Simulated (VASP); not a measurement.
AlCo:

```
CELL_PARAMETERS angstrom
2.60348 0.00000 0.00000
-1.30174 2.25468 0.00000
0.00000 0.00000 3.90382
ATOMIC_POSITIONS crystal
Al 0.66667 0.33333 0.00000
Co 0.00000 0.00000 0.50000
```

- Program: VASP 6.6.1
- Task: relaxation of cell and atoms
- Functional: PBE
- Potentials or basis: VASP PAW PBE potentials, release 64 (Al, Co)
- Cutoff: 600 eV
- k mesh: 6 × 6 × 4
- Occupations: gaussian, width 0.1 eV
- Spin: collinear spin, ferromagnetic start
- Starting moments: [0.0, 0.84] μB

At the start: pressure 10.9 GPa; volume 11.46 Å³/atom.

**Question.** Where does the relaxation end?

**Answer.** Over 9 steps the energy falls by 76.4 meV/atom and the volume is 12.28 Å³/atom (+7.2 %); space group P-6m2 (No. 187, to 0.1 Å) before and after; moment 0.00 μB per cell.

Step by step:
```tsv
step	energy change (eV)	largest force (eV/Å)	pressure (GPa)	volume (Å³)
1	0.0000	0.0000	10.92	22.92
2	-0.1043	0.0000	-6.83	25.57
3	-0.1111	0.0000	-3.83	24.97
4	-0.1487	0.0000	0.10	24.46
5	-0.1511	0.0000	1.68	24.27
6	-0.1513	0.0000	1.63	24.31
7	-0.1521	0.0000	-0.28	24.64
8	-0.1526	0.0000	0.30	24.51
9	-0.1527	0.0000	-0.18	24.56
```

Final structure:
```xyz
2
Lattice="2.7720 0.0000 0.0000 -1.3860 2.4006 0.0000 0.0000 0.0000 3.6903" Properties=species:S:1:pos:R:3 pbc="T T T"
Al    1.3860    0.8002    0.0000
Co    0.0000    0.0000    1.8451
```

Caveat: the k points lie up to 0.44 Å⁻¹ apart in the final cell, too coarse for converged energies and pressures of a metal.
